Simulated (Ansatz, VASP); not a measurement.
**One calculation of Ni, two programs**

```
Ni
1.0
     3.99387    0.00000    0.00000
    -1.99693    3.45879    0.00000
     0.00000    0.00000    2.40275
Ni
3
Direct
  0.00000 0.00000 0.00000
  0.33333 0.66667 0.50000
  0.66667 0.33333 0.50000
```

Alike in both runs: functional PBE; k mesh 9 × 9 × 13; occupations fermi-dirac, width 0.1 eV; no spin polarisation.

Ansatz relaxed the structure, and its values are those at the end. VASP's run is a single point on that final structure, the one shown.

|  | VASP | Ansatz |
| --- | --- | --- |
| version | VASP 6.6.1 | Ansatz 0.2.0 |
| potentials or method | VASP PAW PBE potentials, release 64 (Ni), cutoff 520 eV | plane waves (420 eV) with PAW, scalar-relativistic |
| valence electrons in the cell | 30 | 54 |

```csv
,VASP,Ansatz,Ansatz less VASP
pressure (GPa),0.0,0.0,-0.01
```

With one functional, cell and mesh, what is left measures potentials, basis and numerics. VASP's potentials hold 30 valence electrons a cell and Ansatz's 54, so a difference there can come from the potentials and not from the codes.
